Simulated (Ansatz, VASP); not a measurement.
One calculation of CuH2, two programs

```
Cu H
1.0
     2.55791    0.00000    0.00000
    -1.27895    2.21521    0.00000
     0.00000    0.00000    4.86657
Cu H
1 2
Direct
  0.00000 0.00000 0.00000
  0.33333 0.66667 0.19982
  0.66667 0.33333 0.80018
```

Alike in both runs: functional PBE; k mesh 14 × 14 × 8; occupations fermi-dirac, width 0.05 eV; no spin polarisation.

Ansatz relaxed the structure, and its values are those at the end. VASP's run is a single point on that final structure, the one shown.

|  | VASP | Ansatz |
| --- | --- | --- |
| version | VASP 6.6.1 | Ansatz 0.2.0 |
| potentials or method | VASP PAW PBE potentials, release 64 (Cu, H) | PAW with Ansatz's default frozen-core files, scalar-relativistic |
| plane-wave cutoff (eV) | 520 | 420 |
| valence electrons in the cell | 13 | 21 |

Ansatz gave:

| Property | Result |
| --- | --- |
| pressure (GPa) | 0.0 |
| rms of the force components (eV/Å) | 0.000 |

Task: What did VASP give for the same quantities?

Result: Pressure (GPa): 0.1; rms of the force components (eV/Å): 0.008.

With one functional, cell and mesh, what is left measures potentials, basis and numerics. VASP's potentials hold 13 valence electrons a cell and Ansatz's 21, so a difference there can come from the potentials and not from the codes.
